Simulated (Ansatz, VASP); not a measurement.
YScB2O6: VASP beside Ansatz

```xyz
10
Lattice="2.4553 1.4175 5.3730 -2.4553 1.4175 5.3730 0.0000 -2.8351 5.3730" Properties=species:S:1:pos:R:3 pbc="T T T"
Y     0.0000    0.0000    8.0595
Sc    0.0000    0.0000    0.0000
B     0.0000    0.0000    4.1105
B     0.0000    0.0000   12.0085
O    -0.7669   -1.6779    9.4617
O     1.8366    0.1748    9.4617
O    -1.0697    1.5031    9.4617
O    -1.8366   -0.1748    6.6573
O     1.0697   -1.5031    6.6573
O     0.7669    1.6779    6.6573
```

Alike in both runs: task single point; functional LDA; k mesh 4 × 4 × 4; no spin polarisation.

|  | VASP | Ansatz |
| --- | --- | --- |
| version | VASP 6.6.1 | Ansatz 0.2.0 |
| potentials or method | VASP PAW LDA potentials, release 64 (Y_sv, Sc_sv, B, O) | plane waves, PAW |
| plane-wave cutoff (eV) | 520 | 420 |
| occupations | gaussian, width 0.01 eV | fixed |
| valence electrons in the cell | 64 | 64 |

```tsv
	VASP	Ansatz	Ansatz less VASP
gap on the k mesh at the Fermi level (eV)	4.35	4.37	+0.020
```

LDA's correlation is that of Perdew and Zunger in VASP and of Perdew and Wang (1992) in Ansatz.
